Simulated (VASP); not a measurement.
# Pb (Fm-3m) in VASP: further runs

The runs below take Pb through single point, with LDA.

All numbers are computed with VASP 6.6.1; they aren't measurements. Logs are shortened: lines on timing, memory, paths and dates and some standing lists are left out, and cuts for length are marked.

### 1 The cell of the first run

The structure is cubic, space group Fm-3m (No. 225). The conventional cell has a = 4.940 Å, b = 4.940 Å, c = 4.940 Å, α = 90.00°, β = 90.00°, γ = 90.00°. Within 4.6 Å of Pb (site symmetry m-3m) lie 12 Pb at 3.49 Å.

### 2 Single point, LDA

Contents of INCAR:

```
ALGO = Fast
EDIFF = 1E-6
ENCUT = 520
ISIF = 2
ISMEAR = 0
LASPH = T
LCHARG = T
LELF = T
LREAL = F
LVHAR = T
LWAVE = F
NBANDS = 13
NELM = 60
PREC = Accurate
SIGMA = 0.15
```

Contents of KPOINTS:

```
k-points
0
Gamma
  16 16 16
```

Contents of POSCAR:

```
Pb
1.0
    0.0000000000      2.4698000000      2.4698000000
    2.4698000000      0.0000000000      2.4698000000
    2.4698000000      2.4698000000      0.0000000000
Pb
1
Direct
    0.0000000000      0.0000000000      0.0000000000
```

Potentials or basis: VASP PAW LDA potentials, release 64 (Pb_d).

On the command line:

```bash
$ cat potpaw_LDA.64/Pb_d/POTCAR > POTCAR
$ mpirun -np 1 vasp_std > vasp.out
```

OUTCAR:

```text
EDIFF = 1E-6
   ENCUT = 520
   ISIF = 2
   ISMEAR = 0
   LASPH = T
   LREAL = F
   NELM = 60
   PREC = Accurate

 ion  position               nearest neighbor table
   1  0.000  0.000  0.000-

  LATTYP: Found a face centered cubic cell.
 ALAT       =     4.9396000000

  Lattice vectors:

 A1 = (   0.0000000000,   2.4698000000,   2.4698000000)
 A2 = (   2.4698000000,   0.0000000000,   2.4698000000)
 A3 = (   2.4698000000,   2.4698000000,   0.0000000000)

Analysis of symmetry for initial positions (statically):
=====================================================================
 Subroutine PRICEL returns:
 Original cell was already a primitive cell.

 Routine SETGRP: Setting up the symmetry group for a
 face centered cubic supercell.

 Subroutine GETGRP returns: Found 48 space group operations
 (whereof 48 operations were pure point group operations)
 out of a pool of 48 trial point group operations.

The static configuration has the point symmetry O_h .

Analysis of symmetry for dynamics (positions and initial velocities):
=====================================================================
 Subroutine PRICEL returns:
 Original cell was already a primitive cell.

 Routine SETGRP: Setting up the symmetry group for a
 face centered cubic supercell.

 Subroutine GETGRP returns: Found 48 space group operations
 (whereof 48 operations were pure point group operations)
 out of a pool of 48 trial point group operations.

The dynamic configuration has the point symmetry O_h .

 Subroutine INISYM returns: Found 48 space group operations
 (whereof 48 operations are pure point group operations),
 and found     1 'primitive' translations

----------------------------------------------------------------------------------------

                                     Primitive cell

  volume of cell :      30.1311

  direct lattice vectors                    reciprocal lattice vectors
     0.000000000  2.469800000  2.469800000    -0.202445542  0.202445542  0.202445542
     2.469800000  0.000000000  2.469800000     0.202445542 -0.202445542  0.202445542
     2.469800000  2.469800000  0.000000000     0.202445542  0.202445542 -0.202445542

  length of vectors
     3.492824656  3.492824656  3.492824656     0.350645965  0.350645965  0.350645965

  position of ions in fractional coordinates (direct lattice)
     0.000000000  0.000000000  0.000000000

  ion indices of the primitive-cell ions
[... 82 lines left out ...]
   POTIM  = 0.5000    time-step for ionic-motion
   TEBEG  =    0.0;   TEEND  =   0.0 temperature during run
   PSTRESS=    0.0 pullay stress
   NELECT =      14.0000    total number of electrons
   NUPDOWN=      -1.0000    fix difference up-down
   EMIN   =  10.00;   EMAX   =-10.00  energy-range for DOS
   EFERMI =   0.00;   METHOD = LEGACY
   ISMEAR =     0;   SIGMA  =   0.15  broadening in eV -4-tet -1-fermi 0-gaus
   EFERMI_NEDOS =   21; number of points for ismear=-14 and -15
   IALGO  =     68    algorithm
   IMIX   =      4    mixing-type and parameters
     AMIX     =   0.40;   BMIX     =  1.00
     AMIX_MAG =   1.60;   BMIX_MAG =  1.00
  volume/ion in A,a.u.               =      30.13       203.33
  Fermi-wavevector in a.u.,A,eV,Ry     =   1.267980  2.396135 21.875082  1.607773
  Thomas-Fermi vector in A             =   2.401099
   LORBIT       =      0    0 simple, 1 ext, 2 COOP (PROOUT), +10 PAW based schemes
   GGA     = CA    functional components
   LHFCALC =     F    Hartree Fock is set to
   AEXX    =    0.0000 exact exchange contribution
   IVDW    =     0    specifies the selected vdW correction
   LEPSILON=     F    determine dielectric tensor
   LRPA    =     F    only Hartree local field effects (RPA)
 non-spin polarized calculation
 RMM-DIIS sequential band-by-band and
 Gauss-broadening in eV      SIGMA  =   0.15
  energy-cutoff  :      520.00
  volume of cell :       30.13
 maximum number of plane-waves:       869
 NGX is ok and might be reduce to    28
   NGX = 13   NGY = 13   NGZ = 13

 number of electron      13.9999999 magnetization

 Free energy of the ion-electron system (eV)
  ---------------------------------------------------
  ext. energy  EPLUGINS =         0.00000000
  ---------------------------------------------------
  free energy    TOTEN  =        -4.25314243 eV

  energy without entropy =       -4.24827521  energy(sigma->0) =       -4.25070882

 E-fermi :   7.1306     XC(G=0): -10.4856

 val. band max:        7.1218334434   @ k =  -0.4375   0.3750   0.1875
 cond. band min:       7.1806270769   @ k =  -0.3125   0.3125   0.1250
 fundamental gap:      0.0587936335
 Fermi energy:         7.1305773398

 k-point     1 :       0.0000    0.0000    0.0000
  band No.  band energies     occupation
      1      -9.9362      2.00000
      2      -9.9362      2.00000
      3      -9.9362      2.00000
      4      -9.7908      2.00000
      5      -9.7908      2.00000
      6      -4.7302      2.00000
      7      14.4761      0.00000
      8      14.4761      0.00000
      9      14.4761      0.00000
     10      16.9107      0.00000
     11      18.6273      0.00000
     12      19.6384      0.00000
     13      19.6384      0.00000
[... 354 lines left out ...]
  band No.  band energies     occupation
      1      -9.9390      2.00000
      2      -9.9231      2.00000
      3      -9.9166      2.00000
      4      -9.7977      2.00000
      5      -9.7853      2.00000
      6      -4.5285      2.00000
      7      12.7001      0.00000
      8      13.5258      0.00000
      9      14.5547      0.00000
     10      16.6978      0.00000
     11      19.1692      0.00000
     12      19.7213      0.00000
     13      20.5052      0.00000

 [... further k-points ...]

------------------------ aborting loop because EDIFF is reached ----------------------------------------

  FORCE on cell =-STRESS in cart. coord.  units (eV):
  Direction    XX          YY          ZZ          XY          YZ          ZX
  --------------------------------------------------------------------------------------
  -------------------------------------------------------------------------------------
  Total       -0.3222609     -0.3222609     -0.3222609     -0.0000000      0.0000000     -0.0000000
  in kB      -17.1357406    -17.1357406    -17.1357406     -0.0000000      0.0000000     -0.0000000
  external PRESSURE =     -17.1357406 kB  Pullay stress =       0.0000000 kB

 VOLUME and BASIS-vectors are now :
 -----------------------------------------------------------------------------
  energy-cutoff  :      520.00
  volume of cell :       30.13
      direct lattice vectors                 reciprocal lattice vectors
     0.000000000  2.469800000  2.469800000    -0.202445542  0.202445542  0.202445542
     2.469800000  0.000000000  2.469800000     0.202445542 -0.202445542  0.202445542
     2.469800000  2.469800000  0.000000000     0.202445542  0.202445542 -0.202445542

 POSITION                                       TOTAL-FORCE (eV/Angst)
 -----------------------------------------------------------------------------------
      0.00000      0.00000      0.00000         0.000000      0.000000      0.000000
 -----------------------------------------------------------------------------------
    total drift:                               -0.000000     -0.000000     -0.000000

  FREE ENERGIE OF THE ION-ELECTRON SYSTEM (eV)
  ---------------------------------------------------
  free  energy   TOTEN  =        -4.2531424296 eV

  energy  without entropy=       -4.2482752133  energy(sigma->0) =       -4.25070882
```

OSZICAR:

```text
N       E                     dE             d eps       ncg     rms          rms(c)
DAV:   1     0.107632782308E+03    0.10763E+03   -0.71600E+03  3831   0.126E+03
DAV:   2     0.990253609305E+00   -0.10664E+03   -0.10329E+03  3945   0.313E+02
DAV:   3    -0.414500676201E+01   -0.51353E+01   -0.51117E+01  4675   0.739E+01
DAV:   4    -0.426312545933E+01   -0.11812E+00   -0.11808E+00  4687   0.119E+01
DAV:   5    -0.426853272700E+01   -0.54073E-02   -0.54069E-02  5251   0.238E+00    0.551E-01
RMM:   6    -0.425641049498E+01    0.12122E-01   -0.12392E-02  4503   0.160E+00    0.270E-01
RMM:   7    -0.425321891090E+01    0.31916E-02   -0.74673E-03  4567   0.955E-01    0.831E-02
RMM:   8    -0.425309223902E+01    0.12667E-03   -0.15416E-03  5562   0.575E-01    0.122E-02
RMM:   9    -0.425313540293E+01   -0.43164E-04   -0.44815E-04  5615   0.198E-01    0.117E-02
RMM:  10    -0.425313940425E+01   -0.40013E-05   -0.10005E-04  4887   0.173E-01    0.828E-03
RMM:  11    -0.425314116733E+01   -0.17631E-05   -0.53514E-05  5812   0.806E-02    0.126E-03
RMM:  12    -0.425314223506E+01   -0.10677E-05   -0.10489E-05  4098   0.325E-02    0.129E-03
RMM:  13    -0.425314242964E+01   -0.19458E-06   -0.18116E-06  2865   0.170E-02
   1 F= -.42531424E+01 E0= -.42507088E+01  d E =-.486722E-02
```

stdout:

```text
POSCAR found type information on POSCAR Pb
 POSCAR found :  1 types and       1 ions
 scaLAPACK will be used
 LDA part: xc-table for (Slater(with rela. corr.)+CA(PZ))
 , standard interpolation
 POSCAR, INCAR and KPOINTS ok, starting setup
 FFT: planning ... GRIDC
 FFT: planning ... GRID_SOFT
 FFT: planning ... GRID
 WAVECAR not read
 entering main loop
WARNING in EDDRMM: call to ZHEGV failed, returncode =   8  4     11
WARNING in EDDRMM: call to ZHEGV failed, returncode =   8  4     12
```

Wall time 86 s (1 thread of Intel Xeon 8259CL, shared host); peak memory 0.18 GiB.

Results:

```
Free energy            : -4.2531 eV
Pressure               : -1.7 GPa
Band gap on the k mesh : zero (band 7 reaches 14.48 eV, above the bottom of band 8 at 5.37 eV)
```

Caveat: spin-orbit coupling is left out, which moves the levels of the heavy elements.

### 3 Single point, LDA

Contents of INCAR:

```
SYSTEM = Pb
PREC = Accurate
ENCUT = 520
EDIFF = 1E-6
ISMEAR = 0
SIGMA = 0.15
LREAL = .False.
LASPH = .True.
NELM = 80
ALGO = Normal
ISIF = 2
LWAVE = .False.
LCHARG = .True.
LELF = .True.
LVHAR = .True.
NBANDS = 13
```

Contents of KPOINTS:

```
regular mesh
0
Gamma
  18 18 18
  0 0 0
```

POSCAR is that of step 2.

Potentials or basis: VASP PAW LDA potentials, release 64 (Pb_d).

On the command line:

```bash
$ cat potpaw_LDA.64/Pb_d/POTCAR > POTCAR
$ mpirun -np 1 vasp_std > vasp.out
```

OUTCAR:

```text
SYSTEM = Pb
   PREC = Accurate
   ENCUT = 520
   EDIFF = 1E-6
   ISMEAR = 0
   LREAL = .False.
   LASPH = .True.
   NELM = 80
   ISIF = 2

 ion  position               nearest neighbor table
   1  0.000  0.000  0.000-

  LATTYP: Found a face centered cubic cell.
 ALAT       =     4.9396000000

  Lattice vectors:

 A1 = (   0.0000000000,   2.4698000000,   2.4698000000)
 A2 = (   2.4698000000,   0.0000000000,   2.4698000000)
 A3 = (   2.4698000000,   2.4698000000,   0.0000000000)
[... 562 lines left out ...]
     12      19.1736      0.00000
     13      20.8122      0.00000

 [... further k-points ...]

------------------------ aborting loop because EDIFF is reached ----------------------------------------

  FORCE on cell =-STRESS in cart. coord.  units (eV):
  Direction    XX          YY          ZZ          XY          YZ          ZX
  --------------------------------------------------------------------------------------
  -------------------------------------------------------------------------------------
  Total       -0.3150943     -0.3150943     -0.3150943      0.0000000     -0.0000000     -0.0000000
  in kB      -16.7546642    -16.7546642    -16.7546642      0.0000000     -0.0000000     -0.0000000
  external PRESSURE =     -16.7546642 kB  Pullay stress =       0.0000000 kB

 VOLUME and BASIS-vectors are now :
 -----------------------------------------------------------------------------
  energy-cutoff  :      520.00
  volume of cell :       30.13
      direct lattice vectors                 reciprocal lattice vectors
     0.000000000  2.469800000  2.469800000    -0.202445542  0.202445542  0.202445542
     2.469800000  0.000000000  2.469800000     0.202445542 -0.202445542  0.202445542
     2.469800000  2.469800000  0.000000000     0.202445542  0.202445542 -0.202445542

 POSITION                                       TOTAL-FORCE (eV/Angst)
 -----------------------------------------------------------------------------------
      0.00000      0.00000      0.00000        -0.000000      0.000000     -0.000000
 -----------------------------------------------------------------------------------
    total drift:                               -0.000000     -0.000000     -0.000000

  FREE ENERGIE OF THE ION-ELECTRON SYSTEM (eV)
  ---------------------------------------------------
  free  energy   TOTEN  =        -4.2490577989 eV

  energy  without entropy=       -4.2407534542  energy(sigma->0) =       -4.24490563
```

Wall time 92 s (1 thread of Intel Xeon 8259CL, shared host); peak memory 0.2 GiB.

What came out:

- Free energy: -4.2491 eV
- Pressure: -1.7 GPa
- Band gap on the k mesh: zero (band 7 reaches 14.48 eV, above the bottom of band 8 at 5.52 eV)

Caveat: spin-orbit coupling is left out, which moves the levels of the heavy elements.
